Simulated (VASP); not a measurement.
# Hf (Fm-3m) in VASP: notebook

Runs on Hf. Level: PBE. Tasks: relaxation of cell and atoms, single point.

All numbers are computed with VASP 6.6.1; they aren't measurements. Logs are shortened: lines on timing, memory, paths and dates and some standing lists are left out, and cuts for length are marked.

## 1. The cell of the first run

Symmetry: Fm-3m, No. 225, cubic system. Conventional cell: a = 4.440 Å, b = 4.440 Å, c = 4.440 Å, α = 90.00°, β = 90.00°, γ = 90.00°. Within 4.1 Å of Hf (site symmetry m-3m) lie 12 Hf at 3.14 Å.

## 2. Relaxation of cell and atoms, PBE

INCAR

```
SYSTEM = Hf
PREC = Accurate ; ENCUT = 500
EDIFF = 1E-7 ; ISMEAR = 0
SIGMA = 0.1 ; LREAL = .FALSE.
LASPH = .TRUE. ; NELM = 120
ALGO = Normal ; ISIF = 3
LWAVE = .FALSE. ; LCHARG = .FALSE.
GGA = PE ; IBRION = 2
NSW = 100 ; EDIFFG = -0.005
GGA_COMPAT = .FALSE. ; NELMIN = 4
```

KPOINTS

```
regular mesh
0
G
  16 16 16
  0 0 0
```

POSCAR

```
Hf
1.0
    0.0000000000      2.2200000000      2.2200000000
    2.2200000000      0.0000000000      2.2200000000
    2.2200000000      2.2200000000      0.0000000000
Hf
1
Direct
    0.0000000000      0.0000000000      0.0000000000
```

Potentials or basis: VASP PAW PBE potentials, release 64 (Hf_pv).

On the command line:

```sh
$ cat potpaw_PBE.64/Hf_pv/POTCAR > POTCAR
$ mpirun -np 1 vasp_std > vasp.out
```

OUTCAR:

```text
SYSTEM = Hf
   PREC = Accurate
   ENCUT = 500
   EDIFF = 1E-7
   ISMEAR = 0
   LREAL = .FALSE.
   LASPH = .TRUE.
   NELM = 120
   ISIF = 3
   GGA = PE
   IBRION = 2
   NSW = 100
   EDIFFG = -0.005
   NELMIN = 4

 ion  position               nearest neighbor table
   1  0.000  0.000  0.000-

  LATTYP: Found a face centered cubic cell.
 ALAT       =     4.4400000000

  Lattice vectors:

 A1 = (   0.0000000000,   2.2200000000,   2.2200000000)
 A2 = (   2.2200000000,   0.0000000000,   2.2200000000)
 A3 = (   2.2200000000,   2.2200000000,   0.0000000000)

Analysis of symmetry for initial positions (statically):
=====================================================================
 Subroutine PRICEL returns:
 Original cell was already a primitive cell.

 Routine SETGRP: Setting up the symmetry group for a
 face centered cubic supercell.

 Subroutine GETGRP returns: Found 48 space group operations
 (whereof 48 operations were pure point group operations)
 out of a pool of 48 trial point group operations.

The static configuration has the point symmetry O_h .

Analysis of symmetry for dynamics (positions and initial velocities):
=====================================================================
 Subroutine PRICEL returns:
 Original cell was already a primitive cell.

 Routine SETGRP: Setting up the symmetry group for a
 face centered cubic supercell.

 Subroutine GETGRP returns: Found 48 space group operations
 (whereof 48 operations were pure point group operations)
 out of a pool of 48 trial point group operations.

The dynamic configuration has the point symmetry O_h .

 Subroutine INISYM returns: Found 48 space group operations
 (whereof 48 operations are pure point group operations),
 and found     1 'primitive' translations

----------------------------------------------------------------------------------------

                                     Primitive cell

  volume of cell :      21.8821

  direct lattice vectors                    reciprocal lattice vectors
     0.000000000  2.220000000  2.220000000    -0.225225225  0.225225225  0.225225225
     2.220000000  0.000000000  2.220000000     0.225225225 -0.225225225  0.225225225
     2.220000000  2.220000000  0.000000000     0.225225225  0.225225225 -0.225225225

  length of vectors
     3.139554108  3.139554108  3.139554108     0.390101533  0.390101533  0.390101533

  position of ions in fractional coordinates (direct lattice)
     0.000000000  0.000000000  0.000000000

  ion indices of the primitive-cell ions
   primitive index   ion index
                 1           1

----------------------------------------------------------------------------------------

 KPOINTS: regular mesh

Automatic generation of k-mesh.
 Grid dimensions read from file:
 generate k-points for:   16   16   16

 Generating k-lattice:

  Cartesian coordinates                     Fractional coordinates (reciprocal lattice)
    -0.014076577  0.014076577  0.014076577     0.062500000  0.000000000  0.000000000
     0.014076577 -0.014076577  0.014076577     0.000000000  0.062500000  0.000000000
     0.014076577  0.014076577 -0.014076577     0.000000000  0.000000000  0.062500000

  Length of vectors
     0.024381346  0.024381346  0.024381346

  Shift w.r.t. Gamma in fractional coordinates (k-lattice)
     0.000000000  0.000000000  0.000000000

 Subroutine IBZKPT returns following result:
 ===========================================

 Found    145 irreducible k-points:

 Following reciprocal coordinates:
            Coordinates               Weight
  0.000000  0.000000  0.000000      1.000000
  0.062500  0.000000  0.000000      8.000000
  0.125000  0.000000  0.000000      8.000000
  0.187500  0.000000  0.000000      8.000000
  0.250000  0.000000  0.000000      8.000000
  0.312500  0.000000  0.000000      8.000000
[... 16 lines left out ...]
 -0.125000  0.062500  0.000000     24.000000
 -0.062500  0.062500  0.000000     12.000000
 [... further k-points ...]
   k-points           NKPTS =    145   k-points in BZ     NKDIM =    145   number of bands    NBANDS=      9
   number of dos      NEDOS =    301   number of ions     NIONS =      1
   total plane-waves  NPLWV =  13824
   dimension x,y,z NGX =    24 NGY =   24 NGZ =   24
   dimension x,y,z NGXF=    48 NGYF=   48 NGZF=   48
   ions per type =               1
   NGX,Y,Z   is equivalent  to a cutoff of  12.71, 12.71, 12.71 a.u.
   NGXF,Y,Z  is equivalent  to a cutoff of  25.42, 25.42, 25.42 a.u.
 SYSTEM =  Hf
   PREC   = accura    normal or accurate (medium, high low for compatibility)
   ISTART =      0    job   : 0-new  1-cont  2-samecut
   ICHARG =      2    charge: 1-file 2-atom 10-const
   ISPIN  =      1    spin polarized calculation?
   LNONCOLLINEAR =      F non collinear calculations
   LSORBIT =      F    spin-orbit coupling
   LASPH  =      T    aspherical Exc in radial PAW
   ENCUT  =  500.0 eV  36.75 Ry    6.06 a.u.   5.72  5.72  5.72*2*pi/ulx,y,z
   NELM   =    120;   NELMIN=  4; NELMDL= -5     # of ELM steps
   EDIFF  = 0.1E-06   stopping-criterion for ELM
   LREAL  =      F    real-space projection
   EDIFFG = -.5E-02   stopping-criterion for IOM
   NSW    =    100    number of steps for IOM
   IBRION =      2    ionic relax: 0-MD 1-quasi-New 2-CG
   NFREE  =      1    steps in history (QN), initial steepest desc. (CG)
   ISIF   =      3    stress and relaxation
   ISYM   =      2    0-nonsym 1-usesym 2-fastsym
   POTIM  = 0.5000    time-step for ionic-motion
   TEBEG  =    0.0;   TEEND  =   0.0 temperature during run
   PSTRESS=    0.0 pullay stress
   NELECT =      10.0000    total number of electrons
   NUPDOWN=      -1.0000    fix difference up-down
   EMIN   =  10.00;   EMAX   =-10.00  energy-range for DOS
   EFERMI =   0.00;   METHOD = LEGACY
   ISMEAR =     0;   SIGMA  =   0.10  broadening in eV -4-tet -1-fermi 0-gaus
   EFERMI_NEDOS =   21; number of points for ismear=-14 and -15
   IALGO  =     38    algorithm
   IMIX   =      4    mixing-type and parameters
     AMIX     =   0.40;   BMIX     =  1.00
     AMIX_MAG =   1.60;   BMIX_MAG =  1.00
  volume/ion in A,a.u.               =      21.88       147.67
  Fermi-wavevector in a.u.,A,eV,Ry     =   1.260991  2.382927 21.634588  1.590097
  Thomas-Fermi vector in A             =   2.394472
   LORBIT       =      0    0 simple, 1 ext, 2 COOP (PROOUT), +10 PAW based schemes
   GGA     = PE    functional components
   LHFCALC =     F    Hartree Fock is set to
   AEXX    =    0.0000 exact exchange contribution
   IVDW    =     0    specifies the selected vdW correction
   LEPSILON=     F    determine dielectric tensor
   LRPA    =     F    only Hartree local field effects (RPA)
 conjugate gradient relaxation of ions
 non-spin polarized calculation
 Gauss-broadening in eV      SIGMA  =   0.10
  energy-cutoff  :      500.00
  volume of cell :       21.88
 maximum number of plane-waves:       568
   NGX = 11   NGY = 11   NGZ = 11

--------------------------------------- Ionic step        1  -------------------------------------------

 number of electron      10.0000000 magnetization

 Free energy of the ion-electron system (eV)
  ---------------------------------------------------
  ext. energy  EPLUGINS =         0.00000000
  ---------------------------------------------------
  free energy    TOTEN  =        -9.85017027 eV

  energy without entropy =       -9.84100274  energy(sigma->0) =       -9.84558651

------------------------ aborting loop because EDIFF is reached ----------------------------------------

  FORCE on cell =-STRESS in cart. coord.  units (eV):
  Direction    XX          YY          ZZ          XY          YZ          ZX
  --------------------------------------------------------------------------------------
  -------------------------------------------------------------------------------------
  Total        0.3707780      0.3707780      0.3707780      0.0000000      0.0000000     -0.0000000
  in kB       27.1478643     27.1478643     27.1478643      0.0000000      0.0000000     -0.0000000
  external PRESSURE =      27.1478643 kB  Pullay stress =       0.0000000 kB
[... 55 lines left out ...]
  energy  without entropy=       -9.8399059775  energy(sigma->0) =       -9.84475245

--------------------------------------- Ionic step        3  -------------------------------------------

 number of electron       9.9999999 magnetization

 Free energy of the ion-electron system (eV)
  ---------------------------------------------------
  ext. energy  EPLUGINS =         0.00000000
  ---------------------------------------------------
  free energy    TOTEN  =        -9.85489765 eV

  energy without entropy =       -9.84536910  energy(sigma->0) =       -9.85013337

 E-fermi :   4.7124     XC(G=0): -11.2692

 val. band max:        4.7016133351   @ k =  -0.3125   0.3125   0.0625
 cond. band min:       4.7148910557   @ k =  -0.1875   0.1250   0.0000
 fundamental gap:      0.0132777206
 Fermi energy:         4.7123953965

 k-point     1 :       0.0000    0.0000    0.0000
  band No.  band energies     occupation
      1     -25.3128      2.00000
      2     -25.3128      2.00000
      3     -25.3128      2.00000
      4      -2.4827      2.00000
      5       6.1172      0.00000
      6       6.1172      0.00000
      7       6.1172      0.00000
      8       8.8945      0.00000
      9       8.8945      0.00000
[... 265 lines left out ...]
 k-point    24 :      -0.0625    0.0625    0.0000
  band No.  band energies     occupation
      1     -25.3909      2.00000
      2     -25.3355      2.00000
      3     -25.3184      2.00000
      4      -2.1238      2.00000
      5       5.7548      0.00000
      6       6.2836      0.00000
      7       6.2974      0.00000
      8       8.5540      0.00000
      9       8.8830      0.00000

 [... further k-points ...]
[... 5 lines left out ...]
  --------------------------------------------------------------------------------------
  -------------------------------------------------------------------------------------
  Total       -0.0010619     -0.0010619     -0.0010619     -0.0000000      0.0000000     -0.0000000
  in kB       -0.0757685     -0.0757685     -0.0757685     -0.0000000      0.0000000     -0.0000000
  external PRESSURE =      -0.0757685 kB  Pullay stress =       0.0000000 kB
[... 16 lines left out ...]
  FREE ENERGIE OF THE ION-ELECTRON SYSTEM (eV)
  ---------------------------------------------------
  free  energy   TOTEN  =        -9.8548976474 eV

  energy  without entropy=       -9.8453690967  energy(sigma->0) =       -9.85013337

 reached required accuracy - stopping structural energy minimisation
```

It took 50 s on 1 thread of AMD EPYC 7R13 (Zen 3), shared host; peak memory 0.13 GiB.

What came out:

| Quantity | Value |
| --- | --- |
| Free energy | -9.8549 eV |
| Relaxed volume | 22.45 Å³/atom |
| Relaxed cell | a = 3.167 Å, b = 3.167 Å, c = 3.167 Å, α = 60.00°, β = 60.00°, γ = 60.00° |
| Space group after relaxing (to 0.05 Å) | Fm-3m (No. 225) |
| Energy gained by relaxing | 4.7 meV/atom |
| Ionic steps | 3 |
| Pressure after relaxing | 0.0 GPa |
| Band gap on the k mesh | zero (band 5 reaches 6.12 eV, above the bottom of band 6 at 4.32 eV) |

The path:
```
step  energy change (eV)  largest force (eV/Å)  pressure (GPa)  volume (Å³)
   1              0.0000                0.0000            2.71        21.88
   2              0.0006                0.0000           -2.66        23.08
   3             -0.0047                0.0000           -0.01        22.45
```

Final structure:
```xyz
1
Lattice="0.0000 2.2392 2.2392 2.2392 0.0000 2.2392 2.2392 2.2392 0.0000" Properties=species:S:1:pos:R:3 pbc="T T T"
Hf    0.0000    0.0000    0.0000
```

Levels at points of the mesh, in eV from the Fermi level:
```csv
k point,band 3,band 4,band 5,band 6,band 7,band 8
"(0.00, 0.00, 0.00)",-30.03,-7.20,1.40,1.40,1.40,4.18
"(0.50, 0.00, 0.00)",-30.13,-3.62,0.57,1.19,1.19,6.28
"(0.50, 0.50, 0.00)",-30.31,-3.23,-2.11,2.50,6.30,6.90
```

Caveat: spin-orbit coupling is left out, which moves the levels of the heavy elements. PBE usually gives volumes a little too large and moduli too small.

## 3. Relaxation of cell and atoms, PBE

INCAR

```
SYSTEM = Hf
ALGO     = Normal         ! electronic algorithm
EDIFF    = 1E-7           ! SCF threshold, eV
EDIFFG   = -0.005         ! ionic threshold
ENCUT    = 500            ! plane-wave cutoff, eV
GGA      = PE             ! functional
GGA_COMPAT= .FALSE.      
IBRION   = 2              ! ionic algorithm
ISIF     = 3              ! what is computed and relaxed
ISMEAR   = 1              ! smearing method
LASPH    = .TRUE.         ! aspherical terms in the spheres
LCHARG   = .FALSE.        ! write CHGCAR
LREAL    = .FALSE.        ! projectors in reciprocal space
LWAVE    = .FALSE.        ! write WAVECAR
NELM     = 120            ! most SCF steps
NELMIN   = 4            
NSW      = 100            ! ionic steps
PREC     = Accurate       ! precision mode
SIGMA    = 0.1            ! smearing width, eV
```

KPOINTS

```
k-points
0
G
  16 16 16
  0 0 0
```

POSCAR is that of step 2.

Potentials or basis: VASP PAW PBE potentials, release 64 (Hf_pv).

On the command line:

```sh
$ cat potpaw_PBE.64/Hf_pv/POTCAR > POTCAR
$ mpirun -np 1 vasp_std > vasp.out
```

Run time: 66 s. Hardware: 1 thread of AMD EPYC 7R13 (Zen 3), shared host; peak memory 0.13 GiB.

It converged, with:

```yaml
Free_energy: -9.8501 eV
Relaxed_volume: 22.45 Å³/atom
Relaxed_cell: a = 3.166 Å, b = 3.166 Å, c = 3.166 Å, α = 60.00°, β = 60.00°, γ = 60.00°
Space_group_after_relaxing_to_0.05_Å: Fm-3m (No. 225)
Energy_gained_by_relaxing: 4.5 meV/atom
Ionic_steps: 3
Pressure_after_relaxing: 0.0 GPa
Band_gap_on_the_k_mesh: zero (band 5 reaches 6.12 eV, above the bottom of band 6 at 4.32 eV)
```

The path:
| step | energy change (eV) | largest force (eV/Å) | pressure (GPa) | volume (Å³) |
| --- | --- | --- | --- | --- |
| 1 | 0.0000 | 0.0000 | 2.65 | 21.88 |
| 2 | 0.0004 | 0.0000 | -2.54 | 23.05 |
| 3 | -0.0045 | 0.0000 | -0.01 | 22.45 |

Final structure:
```
CELL_PARAMETERS angstrom
0.00000 2.23889 2.23889
2.23889 0.00000 2.23889
2.23889 2.23889 0.00000
ATOMIC_POSITIONS crystal
Hf 0.00000 0.00000 0.00000
```

Levels at points of the mesh, in eV from the Fermi level:
| k point | band 3 | band 4 | band 5 | band 6 | band 7 | band 8 |
| --- | --- | --- | --- | --- | --- | --- |
| (0.00, 0.00, 0.00) | -30.02 | -7.19 | 1.41 | 1.41 | 1.41 | 4.19 |
| (0.50, 0.00, 0.00) | -30.13 | -3.62 | 0.58 | 1.19 | 1.19 | 6.29 |
| (0.50, 0.50, 0.00) | -30.31 | -3.23 | -2.11 | 2.51 | 6.30 | 6.91 |

Caveat: spin-orbit coupling is left out, which moves the levels of the heavy elements.

## 4. Single point, PBE

This run uses another cell than the first one: it holds 4 atoms, not 1.

INCAR

```
ALGO = Normal
EDIFF = 1E-6
ENCUT = 500
GGA = PE
GGA_COMPAT = F
ISIF = 2
ISMEAR = 0
LASPH = T
LCHARG = F
LREAL = F
LWAVE = F
NBANDS = 28
NELM = 120
PREC = Accurate
SIGMA = 0.15
```

KPOINTS

```
k-points
0
Gamma
  8 8 8
```

POSCAR

```
Hf
1.0
    4.4852165208      0.0000000000      0.0000000000
    0.0000000000     -4.4852165208      0.0000000000
    0.0000000000      0.0000000000     -4.4852165208
Hf
4
Direct
    0.0000000000      0.5000000000      0.5000000000
    0.5000000000      0.0000000000      0.5000000000
    0.5000000000      0.5000000000      0.0000000000
    0.0000000000      0.0000000000      0.0000000000
```

Potentials or basis: VASP PAW PBE potentials, release 64 (Hf_pv).

On the command line:

```sh
$ cat potpaw_PBE.64/Hf_pv/POTCAR > POTCAR
$ mpirun -np 1 vasp_std > vasp.out
```

OUTCAR:

```text
EDIFF = 1E-6
   ENCUT = 500
   GGA = PE
   ISIF = 2
   ISMEAR = 0
   LASPH = T
   LREAL = F
   NELM = 120
   PREC = Accurate

 ion  position               nearest neighbor table
   1  0.000  0.500  0.500-   2 3.17   3 3.17   4 3.17   3 3.17   4 3.17   2 3.17   4 3.17   4 3.17
                             2 3.17   3 3.17   3 3.17   2 3.17
   2  0.500  0.000  0.500-   1 3.17   3 3.17   4 3.17   3 3.17   4 3.17   1 3.17   3 3.17   3 3.17
                             1 3.17   4 3.17   4 3.17   1 3.17
[... 958 lines left out ...]
 [... further k-points ...]
[... 5 lines left out ...]
  --------------------------------------------------------------------------------------
  -------------------------------------------------------------------------------------
  Total       -0.3014936     -0.3014936     -0.3014936     -0.0000000      0.0000000      0.0000000
  in kB       -5.3535079     -5.3535079     -5.3535079     -0.0000000      0.0000000      0.0000000
  external PRESSURE =      -5.3535079 kB  Pullay stress =       0.0000000 kB

 VOLUME and BASIS-vectors are now :
 -----------------------------------------------------------------------------
  energy-cutoff  :      500.00
  volume of cell :       90.23
      direct lattice vectors                 reciprocal lattice vectors
     4.485216521  0.000000000  0.000000000     0.222954677  0.000000000  0.000000000
     0.000000000 -4.485216521  0.000000000     0.000000000 -0.222954677  0.000000000
     0.000000000  0.000000000 -4.485216521     0.000000000  0.000000000 -0.222954677

 POSITION                                       TOTAL-FORCE (eV/Angst)
 -----------------------------------------------------------------------------------
      0.00000     -2.24261     -2.24261         0.000000      0.000000     -0.000000
      2.24261      0.00000     -2.24261         0.000000     -0.000000      0.000000
      2.24261     -2.24261      0.00000         0.000000     -0.000000      0.000000
      0.00000      0.00000      0.00000        -0.000000      0.000000      0.000000
 -----------------------------------------------------------------------------------
    total drift:                                0.000000     -0.000000     -0.000000

  FREE ENERGIE OF THE ION-ELECTRON SYSTEM (eV)
  ---------------------------------------------------
  free  energy   TOTEN  =       -39.4423118169 eV

  energy  without entropy=      -39.3689472280  energy(sigma->0) =      -39.40562952
```

OSZICAR:

```text
N       E                     dE             d eps       ncg     rms          rms(c)
DAV:   1     0.144814265116E+03    0.14481E+03   -0.21971E+04  2008   0.132E+03
DAV:   2    -0.325702073190E+02   -0.17738E+03   -0.17243E+03  2348   0.320E+02
DAV:   3    -0.406326772344E+02   -0.80625E+01   -0.77043E+01  2596   0.421E+01
DAV:   4    -0.408094907697E+02   -0.17681E+00   -0.17512E+00  2352   0.615E+00
DAV:   5    -0.408127978446E+02   -0.33071E-02   -0.33049E-02  2468   0.740E-01    0.914E+01
DAV:   6    -0.397909742944E+02    0.10218E+01   -0.99811E-01  2056   0.548E+00    0.529E+01
DAV:   7    -0.394568817174E+02    0.33409E+00   -0.16032E+00  2012   0.668E+00    0.298E+00
DAV:   8    -0.394424020816E+02    0.14480E-01   -0.12224E-01  2160   0.176E+00    0.327E-01
DAV:   9    -0.394423672605E+02    0.34821E-04   -0.23967E-03  2512   0.261E-01    0.158E-01
DAV:  10    -0.394423279463E+02    0.39314E-04   -0.33112E-04  2228   0.103E-01    0.340E-01
DAV:  11    -0.394423117225E+02    0.16224E-04   -0.71619E-05  2124   0.452E-02    0.255E-02
DAV:  12    -0.394423118169E+02   -0.94387E-07   -0.35833E-06  2088   0.105E-02
   1 F= -.39442312E+02 E0= -.39405630E+02  d E =-.733646E-01
```

Run time: 90 s. Hardware: 1 thread of AMD EPYC 7R13 (Zen 3), shared host; peak memory 0.2 GiB.

Results:

- Free energy: -39.4423 eV
- Pressure: -0.5 GPa
- Band gap on the k mesh: zero (band 20 reaches 6.08 eV, above the bottom of band 21 at 4.29 eV)

Caveat: spin-orbit coupling is left out, which moves the levels of the heavy elements.

## 5. The runs side by side

| task | cell | k mesh | smearing | gap on the mesh (eV) | pressure (GPa) | relaxed volume (Å³/atom) |
| --- | --- | --- | --- | --- | --- | --- |
| relaxation of cell and atoms | relaxed from a = 3.140 Å, angles 60.0°, 1 atom | 16 × 16 × 16 | gaussian 0.1 eV | none | 0.0 | 22.45 |
| relaxation of cell and atoms | relaxed from a = 3.140 Å, angles 60.0°, 1 atom | 16 × 16 × 16 | methfessel-paxton 0.1 eV | none | 0.0 | 22.45 |
| single point | a = 4.485 Å, 4 atoms | 8 × 8 × 8 | gaussian 0.15 eV | none | -0.5 | - |

Alike in all rows: level PBE; potentials or basis VASP PAW PBE potentials, release 64 (Hf_pv); no spin polarisation; cutoff (eV) 500.

Caveats: spin-orbit coupling is left out, which moves the levels of the heavy elements.

Total energies depend on the potentials used, so only differences within one code and one set of settings carry meaning.
